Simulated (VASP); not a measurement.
A run of VASP 6.6.1 is set up as follows.

Contents of POSCAR.step1:

```
BN
1.0
    2.4297603092      0.0000000000      0.0000000000
   -1.2148801546      2.1042341529      0.0000000000
    0.0000000000      0.0000000000      6.4538076741
N B
2 2
Direct
    0.6666666667      0.3333333333      0.2500000000
    0.3333333333      0.6666666667      0.7500000000
    0.6666666667      0.3333333333      0.7500000000
    0.3333333333      0.6666666667      0.2500000000
```

POSCAR.step2

```
BN
1.0
    2.4644758610      0.0000000000      0.0000000000
   -1.2322379305      2.1342987027      0.0000000000
    0.0000000000      0.0000000000      6.5460173847
N B
2 2
Direct
    0.6666666667      0.3333333333      0.2500000000
    0.3333333333      0.6666666667      0.7500000000
    0.6666666667      0.3333333333      0.7500000000
    0.3333333333      0.6666666667      0.2500000000
```

The input POSCAR.step3:

```
BN
1.0
    2.4982400000      0.0000000000      0.0000000000
   -1.2491200000      2.1635393048      0.0000000000
    0.0000000000      0.0000000000      6.6357000000
N B
2 2
Direct
    0.6666666667      0.3333333333      0.2500000000
    0.3333333333      0.6666666667      0.7500000000
    0.6666666667      0.3333333333      0.7500000000
    0.3333333333      0.6666666667      0.2500000000
```

The input POSCAR.step4:

```
BN
1.0
    2.5311153490      0.0000000000      0.0000000000
   -1.2655576745      2.1920101922      0.0000000000
    0.0000000000      0.0000000000      6.7230218559
N B
2 2
Direct
    0.6666666667      0.3333333333      0.2500000000
    0.3333333333      0.6666666667      0.7500000000
    0.6666666667      0.3333333333      0.7500000000
    0.3333333333      0.6666666667      0.2500000000
```

POSCAR.step5

```
BN
1.0
    2.5631581854      0.0000000000      0.0000000000
   -1.2815790927      2.2197601025      0.0000000000
    0.0000000000      0.0000000000      6.8081324336
N B
2 2
Direct
    0.6666666667      0.3333333333      0.2500000000
    0.3333333333      0.6666666667      0.7500000000
    0.6666666667      0.3333333333      0.7500000000
    0.3333333333      0.6666666667      0.2500000000
```

The input INCAR:

```
SYSTEM = BN
GGA = CX
LUSE_VDW = .TRUE.
AGGAC = 0.0
ISMEAR = 0
SIGMA = 0.03
LWAVE = .FALSE.
LCHARG = .FALSE.
ISIF = 2
NSW = 0
PREC = Accurate
LASPH = .TRUE.
LREAL = .FALSE.
ALGO = Normal
EDIFF = 1E-6
NELM = 120
GGA_COMPAT = .FALSE.
ENCUT = 520
EFERMI = MIDGAP
KPAR = 2
```

File KPOINTS:

```
Automatic mesh
0
Gamma
  10 10 4
  0 0 0
```

Potentials or basis: VASP PAW PBE potentials, release 64 (N, B).

Command:

```bash
$ cat potpaw_PBE.64/N/POTCAR potpaw_PBE.64/B/POTCAR > POTCAR
$ cp POSCAR.step1 POSCAR
$ mpirun -np 2 vasp_std > vasp.out
$ cp POSCAR.step2 POSCAR
$ mpirun -np 2 vasp_std > vasp.out
$ cp POSCAR.step3 POSCAR
$ mpirun -np 2 vasp_std > vasp.out
$ cp POSCAR.step4 POSCAR
$ mpirun -np 2 vasp_std > vasp.out
$ cp POSCAR.step5 POSCAR
$ mpirun -np 2 vasp_std > vasp.out
```

Problem. Estimate the pressure derivative of the bulk modulus.

Solution. 3.6 (rough: it moves with the points fitted).

Problem. Predict the bulk modulus at fixed shape and positions.

Solution. 237 GPa.

Problem. Predict the equilibrium volume.

Solution. 9.13 Å³/atom.

Energy against volume, from the lowest point:
```tsv
volume (Å³/atom)	energy (meV/atom)
8.249	70.59
8.608	21.70
8.967	0.00
9.325	0.98
9.684	20.89
```

Caveat: the cell was scaled at fixed shape and fractional positions, which overstates the stiffness of a crystal with free parameters, most of all of layers and chains; the PAW data sets were made with another functional, which shifts forces and pressure a little.
